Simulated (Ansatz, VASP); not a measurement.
**KZnI3: VASP beside Ansatz**

```xyz
5
Lattice="5.4984 0.0000 0.0000 0.0000 5.4984 0.0000 0.0000 0.0000 7.1290" Properties=species:S:1:pos:R:3 pbc="T T T"
K     0.0000    0.0000   -0.5231
Zn    2.7492    2.7492    4.9635
I     2.7492    2.7492    0.4312
I     0.0000    2.7492    4.1296
I     2.7492    0.0000    4.1296
```

Change from the starting cell: species swapped into the CeBPt3 type (P4mm, No. 99).

Alike in both runs: functional PBE; k mesh 6 × 6 × 6; occupations gaussian, width 0.1 eV; no spin polarisation.

Ansatz relaxed the structure, and its values are those at the end. VASP's run is a single point on that final structure, the one shown.

|  | VASP | Ansatz |
| --- | --- | --- |
| version | VASP 6.6.1 | Ansatz 0.2.0 |
| potentials or method | VASP PAW PBE potentials, release 64 (K_sv, Zn, I), cutoff 520 eV | scalar-relativistic, plane waves, PAW |
| valence electrons in the cell | 42 | 72 |

|  | VASP | Ansatz | Ansatz less VASP |
| --- | --- | --- | --- |
| gap on the k mesh at the Fermi level (eV) | none | none | - |
| pressure (GPa) | 0.0 | 0.0 | -0.02 |
| rms of the force components (eV/Å) | 0.005 | 0.000 | -0.0044 |

A gap of «none» marks a metal or a gap that the smearing closes. VASP's potentials hold 42 valence electrons a cell and Ansatz's 72, so a difference there can come from the potentials and not from the codes.

Neither program's run includes spin-orbit coupling.
